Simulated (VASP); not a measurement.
Runs of VASP 6.6.1 on Ni. The structure is that of space group Fm-3m (No. 225), or close to it. The cells are those of the table. 

| spin | cell | k mesh | cutoff (eV) | smearing | gap on the mesh (eV) | pressure (GPa) | moment (μB) |
| --- | --- | --- | --- | --- | --- | --- | --- |
| off | a = 2.502 Å, angles 60.0°, 1 atom | 15 × 15 × 15 | 520 | fermi-dirac 0.1 eV | none | 0.2 | - |
| off | a = 2.598 Å, angles 60.0°, 1 atom | 25 × 25 × 25 | 520 | fermi-dirac 0.1 eV | none | (c) | - |
| off | a = 2.502 Å, angles 60.0°, 1 atom | 8 × 8 × 8 | 600 | fermi-dirac 0.1 eV | none | 0.8 | - |
| collinear, ferromagnetic start | a = 2.506 Å, angles 60.0°, 1 atom | 15 × 15 × 15 | 520 | fermi-dirac 0.05 eV | none | (a) | 0.65 |
| off | a = 2.398 Å, angles 60.0°, 1 atom | 25 × 25 × 25 | 520 | fermi-dirac 0.1 eV | none | 32.5 | - |
| off | a = 2.535 Å, angles 60.0°, 1 atom | 25 × 25 × 25 | 520 | fermi-dirac 0.1 eV | none | (b) | - |
| off | a = 2.502 Å, angles 60.0°, 1 atom | 25 × 25 × 25 | 520 | fermi-dirac 0.1 eV | none | 0.3 | - |
| off | a = 2.433 Å, angles 60.0°, 1 atom | 25 × 25 × 25 | 520 | fermi-dirac 0.1 eV | none | 19.1 | - |
| collinear, ferromagnetic start | a = 2.401 Å, angles 60.0°, 1 atom | 25 × 25 × 25 | 520 | fermi-dirac 0.05 eV | none | 31.9 | 0.60 |
| non-collinear, zero start, SOC | a = 2.502 Å, angles 60.0°, 1 atom | 15 × 15 × 15 | 520 | fermi-dirac 0.1 eV | - | 0.3 | 0.00 |
| off | a = 2.567 Å, angles 60.0°, 1 atom | 25 × 25 × 25 | 520 | fermi-dirac 0.1 eV | none | -11.5 | - |

Alike in all rows: task single point; level revPBE; potentials or basis VASP PAW PBE potentials, release 64 (Ni).

**Question.** Fill in the values left out.

**Answer.** (a) 0.1; (b) -6.3; (c) -15.5.

Caveats: some runs use coarse meshes; the PAW data sets were made with another functional, which shifts forces and pressure a little.

A gap of «none» marks levels without a gap at the run's occupations.
